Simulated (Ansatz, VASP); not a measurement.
# GaN: VASP beside Ansatz

```
Ga N
1.0
     3.23084    0.00000    0.00000
    -1.61542    2.79799    0.00000
     0.00000    0.00000    5.18360
Ga N
2 2
Direct
  0.33333 0.66667 0.99911
  0.66667 0.33333 0.49911
  0.33333 0.66667 0.37589
  0.66667 0.33333 0.87589
```

Change from the starting cell: strain +0.015 along x and y, +0.000 along z, atoms carried along.

Alike in both runs: task single point; functional r2SCAN; k mesh 12 × 12 × 6; occupations gaussian, width 0.05 eV; no spin polarisation.

|  | VASP | Ansatz |
| --- | --- | --- |
| version | VASP 6.6.1 | Ansatz 0.2.0 |
| potentials or method | VASP PAW PBE potentials, release 64 (Ga_d, N), cutoff 520 eV | scalar-relativistic, plane waves, PAW |
| valence electrons in the cell | 36 | 36 |

|  | VASP | Ansatz | Ansatz less VASP |
| --- | --- | --- | --- |
| gap on the k mesh at the Fermi level (eV) | 2.16 | 2.16 | +0.006 |
| least direct gap on the mesh (eV) | 2.16 | 2.16 | +0.006 |
| pressure (GPa) | -4.5 | -5.4 | -0.99 |
| traceless stress, the component that is largest in VASP (GPa) | 3.66 | 3.64 | -0.016 |
| rms of the force components (eV/Å) | 0.082 | 0.080 | -0.0022 |

VASP's potentials were made for PBE, not for r2SCAN. Atom by atom the forces differ by 0.002 eV/Å (rms over components).
